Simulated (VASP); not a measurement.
A run of VASP 6.6.1 is set up as follows.

The input INCAR:

```
PREC = Accurate
ENCUT = 520
EDIFF = 1E-6
ISMEAR = 0
SIGMA = 0.1
LREAL = F
LASPH = T
NELM = 100
ALGO = Normal
ISIF = 2
LWAVE = F
LCHARG = F
GGA = PE
NBANDS = 44
```

Contents of KPOINTS:

```
Automatic mesh
0
Gamma
  4 4 4
```

File POSCAR:

```
Sn2Br
1.0
    0.0000000000      4.3409314161      4.3409314161
    4.3409314161      0.0000000000      4.3409314161
    4.3409314161      4.3409314161      0.0000000000
Sn Br
4 2
Direct
    0.6250000000      0.6250000000      0.6250000000
    0.1250000000      0.6250000000      0.6250000000
    0.6250000000      0.6250000000      0.1250000000
    0.6250000000      0.1250000000      0.6250000000
    0.0000000000      0.0000000000      0.0000000000
    0.2500000000      0.2500000000      0.2500000000
```

Potentials or basis: VASP PAW PBE potentials, release 64 (Sn_d, Br).

Run with:

```bash
$ cat potpaw_PBE.64/Sn_d/POTCAR potpaw_PBE.64/Br/POTCAR > POTCAR
$ mpirun -np 1 vasp_std > vasp.out
```

(1) Predict the pressure.

(2) What does it give for the band gap on the k mesh?

## Answers

(1) 4.1 GPa.

(2) zero (band 35 reaches 7.28 eV, above the bottom of band 36 at 5.66 eV).

Caveat: spin-orbit coupling is left out, which moves the levels of the heavy elements.
